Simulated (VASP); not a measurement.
A run of VASP 6.6.1:

The input INCAR:

```
SYSTEM = GaN
PREC = Accurate ; ENCUT = 600
EDIFF = 1E-6 ; ISMEAR = 0
SIGMA = 0.02 ; LREAL = .False.
LASPH = .True. ; NELM = 120
ALGO = Normal ; ISIF = 2
LWAVE = .False. ; LCHARG = .False.
GGA = CA ; NBANDS = 16
GGA_COMPAT = .False.
```

The input KPOINTS:

```
regular mesh
0
Gamma
  10 10 10
  0 0 0
```

File POSCAR:

```
GaN
1.0
    0.0000000000      2.2275000000      2.2275000000
    2.2275000000      0.0000000000      2.2275000000
    2.2275000000      2.2275000000      0.0000000000
Ga N
1 1
Direct
    0.0000000000      0.0000000000      0.0000000000
    0.2500000000      0.2500000000      0.2500000000
```

Potentials or basis: VASP PAW LDA potentials, release 64 (Ga_d, N).

Command:

```sh
$ cat potpaw_LDA.64/Ga_d/POTCAR potpaw_LDA.64/N/POTCAR > POTCAR
$ mpirun -np 1 vasp_std > vasp.out
```

Hardware: 1 thread of Intel Xeon 6975P-C, on a shared host.

Problem. How long does it take, and how much memory?

Solution. Wall time 22 s on 1 thread of Intel Xeon 6975P-C, on a shared host, peak memory 0.15 GiB. Counts: scf iterations 13, k points 47.
